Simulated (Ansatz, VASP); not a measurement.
## Two plane-wave programs on Sn

```
CELL_PARAMETERS angstrom
-1.96985 1.96985 1.96985
1.96985 -1.96985 1.96985
1.96985 1.96985 -1.96985
ATOMIC_POSITIONS crystal
Sn 0.00000 0.00000 0.00000
```

Alike in both runs: functional BLYP; k mesh 12 × 12 × 12; occupations fermi-dirac, width 0.1 eV; no spin polarisation.

Ansatz relaxed the structure, and its values are those at the end. VASP's run is a single point on that final structure, the one shown.

```csv
,VASP,Ansatz
version,VASP 6.6.1,Ansatz 0.2.0
potentials or method,"VASP PAW PBE potentials, release 64 (Sn_d), cutoff 520 eV","plane waves (420 eV) with PAW, scalar-relativistic"
valence electrons in the cell,14,14
```

|  | VASP | Ansatz | Ansatz less VASP |
| --- | --- | --- | --- |
| pressure (GPa) | 0.0 | 0.0 | +0.05 |

VASP's potentials were made for PBE, not for BLYP. The functional is the same, so the differences come from potentials, cutoffs and numerics.
